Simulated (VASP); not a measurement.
# Li (C2/c) in VASP: notebook

The runs below take Li through single point, with PBE+D3(BJ).

All numbers are computed with VASP 6.6.1; they aren't measurements. Logs are shortened: lines on timing, memory, paths and dates and some standing lists are left out, and cuts for length are marked.

## (1) The cell of the first run

It takes space group C2/c (No. 15, monoclinic). The conventional cell has a = 2.954 Å, b = 5.115 Å, c = 4.846 Å, α = 90.00°, β = 93.44°, γ = 90.00°. Within 3.8 Å of Li (site symmetry 2) lie 12 Li at 2.89 to 3.03 Å.

## (2) Single point, PBE+D3(BJ) (strain -0.0600 x Voigt [0, 0, 0, 0, 1, 0])

File INCAR:

```
ALGO = Normal
EDIFF = 1E-7
ENCUT = 520
GGA = PE
ISIF = 2
ISMEAR = 0
IVDW = 12
LASPH = T
LCHARG = T
LELF = T
LREAL = F
LVHAR = T
LWAVE = F
NBANDS = 10
NELM = 100
PREC = Accurate
SIGMA = 0.15
```

File KPOINTS:

```
k-points
0
Gamma
  24 24 12
```

File POSCAR:

```
Li
1.0
    2.9531606636      0.0000000000     -0.0885948199
   -1.4765803318      2.5575121562      0.0442974100
   -0.1453224721      0.0000000000      4.8440824030
Li
2
Direct
    0.3333333333      0.6666666667      0.2500000000
    0.6666666667      0.3333333333      0.7500000000
```

Potentials or basis: VASP PAW PBE potentials, release 64 (Li_sv).

The run is started by

```
cat potpaw_PBE.64/Li_sv/POTCAR > POTCAR
mpirun -np 1 vasp_std > vasp.out
```

OUTCAR:

```text
EDIFF = 1E-7
   ENCUT = 520
   GGA = PE
   ISIF = 2
   ISMEAR = 0
   IVDW = 12
   LASPH = T
   LREAL = F
   NELM = 100
   PREC = Accurate
 IVDW          = 12

 ion  position               nearest neighbor table
   1  0.333  0.667  0.250-
   2  0.667  0.333  0.750-

  LATTYP: Found a base centered monoclinic cell.
 ALAT       =     2.9544892870
 B/A-ratio  =     1.7312719105
 C/A-ratio  =     1.6403043907
 COS(beta)  =    -0.0599460486

  Lattice vectors:

 A1 = (   1.4765803318,  -2.5575121562,  -0.0442974100)
 A2 = (   1.4765803318,   2.5575121562,  -0.0442974099)
 A3 = (  -0.1453224721,   0.0000000000,   4.8440824030)

Analysis of symmetry for initial positions (statically):
=====================================================================
 Subroutine PRICEL returns:
 Original cell was already a primitive cell.

 Routine SETGRP: Setting up the symmetry group for a
 base centered monoclinic supercell.

 Subroutine GETGRP returns: Found  4 space group operations
 (whereof  2 operations were pure point group operations)
 out of a pool of  4 trial point group operations.

The static configuration has the point symmetry S_2 .
 The point group associated with its full space group is C_2h.

Analysis of symmetry for dynamics (positions and initial velocities):
=====================================================================
 Subroutine PRICEL returns:
 Original cell was already a primitive cell.

 Routine SETGRP: Setting up the symmetry group for a
 base centered monoclinic supercell.

 Subroutine GETGRP returns: Found  4 space group operations
 (whereof  2 operations were pure point group operations)
 out of a pool of  4 trial point group operations.

The dynamic configuration has the point symmetry S_2 .
 The point group associated with its full space group is C_2h.

 Subroutine INISYM returns: Found  4 space group operations
 (whereof  2 operations are pure point group operations),
 and found     1 'primitive' translations

----------------------------------------------------------------------------------------

                                     Primitive cell

  volume of cell :      36.5532

  direct lattice vectors                    reciprocal lattice vectors
     2.953160664  0.000000000 -0.088594820     0.338925282  0.195502492  0.010167758
    -1.476580332  2.557512156  0.044297410     0.000000000  0.391004984  0.000000000
    -0.145322472  0.000000000  4.844082403     0.006198702 -0.000000000  0.206623407

  length of vectors
     2.954489287  2.953492876  4.846261750     0.391401270  0.391004984  0.206716367

  position of ions in fractional coordinates (direct lattice)
     0.333333333  0.666666667  0.250000000
     0.666666667  0.333333333  0.750000000

  ion indices of the primitive-cell ions
   primitive index   ion index
                 1           1
                 2           2

----------------------------------------------------------------------------------------

 KPOINTS: k-points

Automatic generation of k-mesh.
 Grid dimensions read from file:
 generate k-points for:   24   24   12

 Generating k-lattice:

  Cartesian coordinates                     Fractional coordinates (reciprocal lattice)
     0.014121887  0.008145937  0.000423657     0.041666667 -0.000000000 -0.000000000
     0.000000000  0.016291874  0.000000000     0.000000000  0.041666667  0.000000000
     0.000516559 -0.000000000  0.017218617     0.000000000  0.000000000  0.083333333

  Length of vectors
     0.016308386  0.016291874  0.017226364

  Shift w.r.t. Gamma in fractional coordinates (k-lattice)
     0.000000000  0.000000000  0.000000000

 Subroutine IBZKPT returns following result:
 ===========================================

 Found   1814 irreducible k-points:

 Following reciprocal coordinates:
            Coordinates               Weight
  0.000000  0.000000  0.000000      1.000000
  0.041667  0.000000  0.000000      4.000000
  0.083333  0.000000  0.000000      4.000000
  0.125000 -0.000000  0.000000      4.000000
  0.166667  0.000000  0.000000      4.000000
  0.208333 -0.000000  0.000000      4.000000
[... 16 lines left out ...]
  0.375000  0.041667 -0.000000      4.000000
  0.416667  0.041667 -0.000000      4.000000
 [... further k-points ...]
   k-points           NKPTS =   1814   k-points in BZ     NKDIM =   1814   number of bands    NBANDS=     10
   number of dos      NEDOS =    301   number of ions     NIONS =      2
   total plane-waves  NPLWV =  20736
   dimension x,y,z NGX =    24 NGY =   24 NGZ =   36
   dimension x,y,z NGXF=    48 NGYF=   48 NGZF=   72
   ions per type =               2
   NGX,Y,Z   is equivalent  to a cutoff of  13.50, 13.51, 12.35 a.u.
   NGXF,Y,Z  is equivalent  to a cutoff of  27.01, 27.02, 24.70 a.u.
 SYSTEM =  unknown system
   PREC   = accura    normal or accurate (medium, high low for compatibility)
   ISTART =      0    job   : 0-new  1-cont  2-samecut
   ICHARG =      2    charge: 1-file 2-atom 10-const
   ISPIN  =      1    spin polarized calculation?
   LNONCOLLINEAR =      F non collinear calculations
   LSORBIT =      F    spin-orbit coupling
   LASPH  =      T    aspherical Exc in radial PAW
   ENCUT  =  520.0 eV  38.22 Ry    6.18 a.u.   5.49  5.49  9.01*2*pi/ulx,y,z
   NELM   =    100;   NELMIN=  2; NELMDL= -5     # of ELM steps
   EDIFF  = 0.1E-06   stopping-criterion for ELM
   LREAL  =      F    real-space projection
   EDIFFG = 0.1E-05   stopping-criterion for IOM
   NSW    =      0    number of steps for IOM
   IBRION =     -1    ionic relax: 0-MD 1-quasi-New 2-CG
   NFREE  =      0    steps in history (QN), initial steepest desc. (CG)
   ISIF   =      2    stress and relaxation
   ISYM   =      2    0-nonsym 1-usesym 2-fastsym
   POTIM  = 0.5000    time-step for ionic-motion
   TEBEG  =    0.0;   TEEND  =   0.0 temperature during run
   PSTRESS=    0.0 pullay stress
   NELECT =       6.0000    total number of electrons
   NUPDOWN=      -1.0000    fix difference up-down
   EMIN   =  10.00;   EMAX   =-10.00  energy-range for DOS
   EFERMI =   0.00;   METHOD = LEGACY
   ISMEAR =     0;   SIGMA  =   0.15  broadening in eV -4-tet -1-fermi 0-gaus
   EFERMI_NEDOS =   21; number of points for ismear=-14 and -15
   IALGO  =     38    algorithm
   IMIX   =      4    mixing-type and parameters
     AMIX     =   0.40;   BMIX     =  1.00
     AMIX_MAG =   1.60;   BMIX_MAG =  1.00
  volume/ion in A,a.u.               =      18.28       123.34
  Fermi-wavevector in a.u.,A,eV,Ry     =   0.896362  1.693879 10.931806  0.803465
  Thomas-Fermi vector in A             =   2.018811
   LORBIT       =      0    0 simple, 1 ext, 2 COOP (PROOUT), +10 PAW based schemes
   GGA     = PE    functional components
   LHFCALC =     F    Hartree Fock is set to
   AEXX    =    0.0000 exact exchange contribution
   IVDW    =    12    specifies the selected vdW correction
   LEPSILON=     F    determine dielectric tensor
   LRPA    =     F    only Hartree local field effects (RPA)
 non-spin polarized calculation
 Gauss-broadening in eV      SIGMA  =   0.15
  energy-cutoff  :      520.00
  volume of cell :       36.55
 maximum number of plane-waves:      1012
 NGX is ok and might be reduce to    24
   NGX = 11   NGY = 11   NGZ = 17

 number of electron       6.0000008 magnetization

 Free energy of the ion-electron system (eV)
  ---------------------------------------------------
  ext. energy  EPLUGINS =         0.00000000
  ---------------------------------------------------
  free energy    TOTEN  =        -3.79525066 eV

  energy without entropy =       -3.78400077  energy(sigma->0) =       -3.78962572

 E-fermi :   0.9236     XC(G=0):  -7.3011

 val. band max:        0.9231218979   @ k =   0.1667   0.2500   0.4167
 cond. band min:       0.9239501657   @ k =   0.2083   0.3333   0.0000
 fundamental gap:      0.0008282678
 Fermi energy:         0.9235761923

 k-point     1 :       0.0000    0.0000    0.0000
  band No.  band energies     occupation
      1     -45.4330      2.00000
      2     -45.4057      2.00000
      3      -2.7628      2.00000
      4       0.8461      1.53464
      5       4.1856      0.00000
      6      14.3672      0.00000
      7      14.3889      0.00000
      8      15.8274      0.00000
      9      15.8333      0.00000
     10      16.4415      0.00000

 k-point     2 :       0.0417    0.0000    0.0000
  band No.  band energies     occupation
      1     -45.4326      2.00000
      2     -45.4055      2.00000
      3      -2.7341      2.00000
      4       0.8849      1.28471
      5       4.1945      0.00000
      6      14.0234      0.00000
      7      14.0950      0.00000
      8      15.8142      0.00000
      9      16.0237      0.00000
     10      16.4209      0.00000

 k-point     3 :       0.0833    0.0000    0.0000
  band No.  band energies     occupation
      1     -45.4314      2.00000
      2     -45.4049      2.00000
      3      -2.6482      2.00000
      4       1.0010      0.46515
      5       4.2215      0.00000
      6      13.1491      0.00000
      7      13.5368      0.00000
      8      15.7530      0.00000
      9      16.2256      0.00000
     10      16.3905      0.00000

 k-point     4 :       0.1250   -0.0000    0.0000
  band No.  band energies     occupation
      1     -45.4294      2.00000
      2     -45.4040      2.00000
      3      -2.5047      2.00000
      4       1.1944      0.01068
      5       4.2639      0.00000
      6      12.0593      0.00000
      7      12.9323      0.00000
      8      15.5237      0.00000
      9      16.0938      0.00000
     10      16.3723      0.00000

 k-point     5 :       0.1667    0.0000    0.0000
  band No.  band energies     occupation
      1     -45.4268      2.00000
      2     -45.4028      2.00000
      3      -2.3036      2.00000
      4       1.4643      0.00000
      5       4.3149      0.00000
      6      10.9262      0.00000
      7      12.3514      0.00000
      8      14.8213      0.00000
      9      15.9562      0.00000
     10      16.0551      0.00000

 k-point     6 :       0.2083   -0.0000    0.0000
  band No.  band energies     occupation
      1     -45.4237      2.00000
      2     -45.4016      2.00000
      3      -2.0447      2.00000
      4       1.8101      0.00000
      5       4.3597      0.00000
      6       9.8417      0.00000
      7      11.8195      0.00000
      8      13.7880      0.00000
      9      15.1949      0.00000
     10      15.8825      0.00000
[... 183 lines left out ...]
 k-point    21 :       0.2917    0.0417   -0.0000
  band No.  band energies     occupation
      1     -45.4149      2.00000
      2     -45.3985      2.00000
      3      -1.1266      2.00000
      4       3.0226      0.00000
      5       4.2049      0.00000
      6       7.7751      0.00000
      7      10.3942      0.00000
      8      11.1414      0.00000
      9      12.7397      0.00000
     10      14.9755      0.00000

 k-point    22 :       0.3333    0.0417    0.0000
  band No.  band energies     occupation
      1     -45.4117      2.00000
      2     -45.3977      2.00000
      3      -0.6732      2.00000
      4       3.5348      0.00000
      5       3.9435      0.00000
      6       7.4398      0.00000
      7       9.8019      0.00000
      8      10.2825      0.00000
      9      11.8698      0.00000
     10      14.7285      0.00000

 k-point    23 :       0.3750    0.0417   -0.0000
  band No.  band energies     occupation
      1     -45.4088      2.00000
      2     -45.3971      2.00000
      3      -0.1757      2.00000
      4       3.2650      0.00000
      5       4.3559      0.00000
      6       7.3986      0.00000
      7       8.9122      0.00000
      8       9.7568      0.00000
      9      11.2001      0.00000
     10      14.5349      0.00000

 k-point    24 :       0.4167    0.0417   -0.0000
  band No.  band energies     occupation
      1     -45.4067      2.00000
      2     -45.3969      2.00000
      3       0.3405      2.00000
      4       2.6926      0.00000
      5       5.0459      0.00000
      6       7.5233      0.00000
      7       8.0292      0.00000
      8       9.3063      0.00000
      9      10.7744      0.00000
     10      14.4002      0.00000

 [... further k-points ...]

------------------------ aborting loop because EDIFF is reached ----------------------------------------

 Edisp (eV)   -0.37512

 E8    (eV) :    -0.1560

  FORCE on cell =-STRESS in cart. coord.  units (eV):
  Direction    XX          YY          ZZ          XY          YZ          ZX
  --------------------------------------------------------------------------------------
  -------------------------------------------------------------------------------------
  Total      -0.02647    -0.02483    -0.00339     0.00000    -0.00000     0.07540
  in kB      -1.16001    -1.08838    -0.14858     0.00000    -0.00000     3.30507
  external pressure =       -0.80 kB  Pullay stress =        0.00 kB

 VOLUME and BASIS-vectors are now :
 -----------------------------------------------------------------------------
  energy-cutoff  :      520.00
  volume of cell :       36.55
      direct lattice vectors                 reciprocal lattice vectors
     2.953160664  0.000000000 -0.088594820     0.338925282  0.195502492  0.010167758
    -1.476580332  2.557512156  0.044297410     0.000000000  0.391004984  0.000000000
    -0.145322472  0.000000000  4.844082403     0.006198702 -0.000000000  0.206623407

 POSITION                                       TOTAL-FORCE (eV/Angst)
 -----------------------------------------------------------------------------------
     -0.03633      1.70501      1.21102         0.000000      0.004315      0.000000
      1.36759      0.85250      3.58876        -0.000000     -0.004315     -0.000000
 -----------------------------------------------------------------------------------
    total drift:                                0.000000     -0.000000     -0.000000

  FREE ENERGIE OF THE ION-ELECTRON SYSTEM (eV)
  ---------------------------------------------------
  free  energy   TOTEN  =        -4.1703756576 eV

  energy  without entropy=       -4.1591257608  energy(sigma->0) =       -4.16475071
```

Run time: 3.5 min. Hardware: 1 thread of Intel Xeon 6975P-C (Granite Rapids), shared host; peak memory 0.56 GiB.

Results:

| Quantity | Value |
| --- | --- |
| Free energy | -4.1704 eV |
| Largest force | 0.004 eV/Å |
| Band gap on the k mesh | zero (band 3 reaches 3.08 eV, above the bottom of band 4 at -1.62 eV) |
| Dispersion energy per atom | -0.188 eV |

Forces on the atoms (eV/Å):
```
Li   0.000  0.004  0.000
Li   0.000 -0.004  0.000
```

Levels at points of the mesh, in eV from the Fermi level:
```
           k point  band 1  band 2  band 3  band 4  band 5  band 6  band 7
(0.00, 0.00, 0.00)  -46.36  -46.33   -3.69   -0.08    3.26   13.44   13.47
(0.50, 0.00, 0.00)  -46.33  -46.32   -0.10    1.18    4.86    6.10    6.94
(0.00, 0.50, 0.00)  -46.33  -46.32   -0.11    1.17    4.99    6.20    6.78
(0.00, 0.00, 0.50)  -46.34  -46.34   -2.54   -2.54    8.53    8.53   14.14
(0.50, 0.00, 0.50)  -46.33  -46.32    0.48    0.93    3.61    4.13   10.54
(0.00, 0.50, 0.50)  -46.32  -46.32    0.70    0.70    3.86    3.86   10.50
```

Caveat: the cell differs from its parent crystal (strain -0.0600 x Voigt [0, 0, 0, 0, 1, 0]); the cutoff is under 1.25 times the usual one of these potentials, so pressure, stress and relaxed cells hold a basis-set (Pulay) error; pairwise dispersion overbinds metals, which lowers pressure and volume.

## (3) Single point, PBE+D3(BJ) (strain +0.0450 x Voigt [0, 0, 0, 0, 1, 0])

File INCAR:

```
ALGO = Normal
EDIFF = 1E-6
ENCUT = 520
GGA = PE
ISIF = 2
ISMEAR = 0
IVDW = 12
LASPH = True
LCHARG = True
LELF = True
LREAL = False
LVHAR = True
LWAVE = False
NBANDS = 10
NELM = 100
PREC = Accurate
SIGMA = 0.15
```

KPOINTS is that of step 2.

File POSCAR:

```
Li
1.0
    2.9531606636      0.0000000000      0.0664461149
   -1.4765803318      2.5575121562     -0.0332230575
    0.1089918541      0.0000000000      4.8440824030
Li
2
Direct
    0.3333333333      0.6666666667      0.2500000000
    0.6666666667      0.3333333333      0.7500000000
```

Potentials or basis: VASP PAW PBE potentials, release 64 (Li_sv).

The run is started by

```
cat potpaw_PBE.64/Li_sv/POTCAR > POTCAR
mpirun -np 1 vasp_std > vasp.out
```

OUTCAR:

```text
EDIFF = 1E-6
   ENCUT = 520
   GGA = PE
   ISIF = 2
   ISMEAR = 0
   IVDW = 12
   LASPH = True
   LREAL = False
   NELM = 100
   PREC = Accurate
 IVDW          = 12

 ion  position               nearest neighbor table
   1  0.333  0.667  0.250-
   2  0.667  0.333  0.750-

  LATTYP: Found a base centered monoclinic cell.
 ALAT       =     2.9539080878
 B/A-ratio  =     1.7316125486
 C/A-ratio  =     1.6403043907
 COS(beta)  =    -0.0449772303
[... 502 lines left out ...]

 [... further k-points ...]

------------------------ aborting loop because EDIFF is reached ----------------------------------------

 Edisp (eV)   -0.37496

 E8    (eV) :    -0.1559

  FORCE on cell =-STRESS in cart. coord.  units (eV):
  Direction    XX          YY          ZZ          XY          YZ          ZX
  --------------------------------------------------------------------------------------
  -------------------------------------------------------------------------------------
  Total      -0.02388    -0.02442    -0.01082     0.00000     0.00000    -0.05784
  in kB      -1.04629    -1.06981    -0.47407     0.00000     0.00000    -2.53414
  external pressure =       -0.86 kB  Pullay stress =        0.00 kB

 VOLUME and BASIS-vectors are now :
 -----------------------------------------------------------------------------
  energy-cutoff  :      520.00
  volume of cell :       36.57
      direct lattice vectors                 reciprocal lattice vectors
     2.953160664  0.000000000  0.066446115     0.338791763  0.195502492 -0.007622815
    -1.476580332  2.557512156 -0.033223058     0.000000000  0.391004984  0.000000000
     0.108991854  0.000000000  4.844082403    -0.004647195  0.000000000  0.206542008

 POSITION                                       TOTAL-FORCE (eV/Angst)
 -----------------------------------------------------------------------------------
      0.02725      1.70501      1.21102         0.000000      0.002389     -0.000000
      1.55832      0.85250      3.66628        -0.000000     -0.002389      0.000000
 -----------------------------------------------------------------------------------
    total drift:                               -0.000000     -0.000000     -0.000000

  FREE ENERGIE OF THE ION-ELECTRON SYSTEM (eV)
  ---------------------------------------------------
  free  energy   TOTEN  =        -4.1713855121 eV

  energy  without entropy=       -4.1602267811  energy(sigma->0) =       -4.16580615
```

OSZICAR:

```text
N       E                     dE             d eps       ncg     rms          rms(c)
DAV:   1     0.180963980097E+02    0.18096E+02   -0.32448E+03 36336   0.580E+02
DAV:   2    -0.126644237399E+01   -0.19363E+02   -0.18794E+02 46456   0.112E+02
DAV:   3    -0.374534998759E+01   -0.24789E+01   -0.24593E+01 58746   0.321E+01
DAV:   4    -0.379856575241E+01   -0.53216E-01   -0.53105E-01 47822   0.451E+00
DAV:   5    -0.379898275487E+01   -0.41700E-03   -0.41697E-03 47994   0.409E-01    0.266E-01
DAV:   6    -0.379712488008E+01    0.18579E-02   -0.80235E-04 61030   0.116E-01    0.162E-01
DAV:   7    -0.379643351290E+01    0.69137E-03   -0.16956E-03 57486   0.181E-01    0.437E-02
DAV:   8    -0.379643064266E+01    0.28702E-05   -0.30533E-05 41616   0.501E-02    0.453E-03
DAV:   9    -0.379642868189E+01    0.19608E-05   -0.15145E-06 46504   0.107E-02    0.699E-04
DAV:  10    -0.379642801427E+01    0.66762E-06   -0.11979E-07 23014   0.313E-03
   1 F= -.41713855E+01 E0= -.41658061E+01  d E =-.111587E-01
```

stdout:

```text
POSCAR found type information on POSCAR Li
 POSCAR found :  1 types and       2 ions
 scaLAPACK will be used
 LDA part: xc-table for (Slater+PW92), standard interpolation
 POSCAR, INCAR and KPOINTS ok, starting setup
 FFT: planning ... GRIDC
 FFT: planning ... GRID_SOFT
 FFT: planning ... GRID
 WAVECAR not read
 entering main loop
```

Wall time 3.3 min (1 thread of Intel Xeon 6975P-C (Granite Rapids), shared host); peak memory 0.56 GiB.

What came out:

- Free energy: -4.1714 eV
- Band gap on the k mesh: zero (band 3 reaches 3.12 eV, above the bottom of band 4 at -1.62 eV)
- Dispersion energy per atom: -0.187 eV

Forces in eV/Å, atoms in the order of the input:
```
Li   0.000  0.002  0.000
Li   0.000 -0.002  0.000
```

Caveat: the cell differs from its parent crystal (strain +0.0450 x Voigt [0, 0, 0, 0, 1, 0]); the cutoff is under 1.25 times the usual one of these potentials, so pressure, stress and relaxed cells hold a basis-set (Pulay) error; pairwise dispersion overbinds metals, which lowers pressure and volume.
